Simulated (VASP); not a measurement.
Wanted: the native input for a VASP 6.6.1 run.

* Task: single point
* Functional: LDA
* Potentials or basis: VASP PAW LDA potentials, release 64 (Ga_d, N)
* Cutoff: 600 eV
* k mesh: 7 × 7 × 4
* Occupations: gaussian, width 0.01 eV
* Spin: no spin polarisation
* Dipole correction: no
* Further INCAR settings: ALGO = Normal; EDIFF = 1e-06; NBANDS = 26

The structure of GaN lies in POSCAR:

```
GaN
1.0
    3.2080190649      0.0000000000      0.0000000000
   -1.6040095324      2.7782262239      0.0000000000
    0.0000000000      0.0000000000      5.2115177639
Ga N
2 2
Direct
    0.3333333333      0.6666666667      0.0000000000
    0.6666666667      0.3333333333      0.5000000000
    0.3333333333      0.6666666667      0.3750000000
    0.6666666667      0.3333333333      0.8750000000
```

One way to write it, as run:

INCAR

```
  ALGO = Normal
  EDIFF = 1E-6
  ENCUT = 600
  GGA = CA
  GGA_COMPAT = F
  ISIF = 2
  ISMEAR = 0
  LASPH = T
  LCHARG = F
  LREAL = F
  LWAVE = F
  NBANDS = 26
  NELM = 120
  PREC = Accurate
  SIGMA = 0.01
```

KPOINTS

```
k-points
0
Gamma
  7 7 4
```

Potentials or basis: VASP PAW LDA potentials, release 64 (Ga_d, N).

Run with:

```sh
$ cat potpaw_LDA.64/Ga_d/POTCAR potpaw_LDA.64/N/POTCAR > POTCAR
$ mpirun -np 1 vasp_std > vasp.out
```

It gave:

```
Pressure               : -8.2 GPa
Largest force          : 0.121 eV/Å
Band gap on the k mesh : 1.81 eV
```

Caveat: the cell stands under tension.

It took 23 s on 1 thread of Intel(R) Xeon(R) 6975P-C (Granite Rapids), with other jobs on the host, peak memory 0.17 GiB.
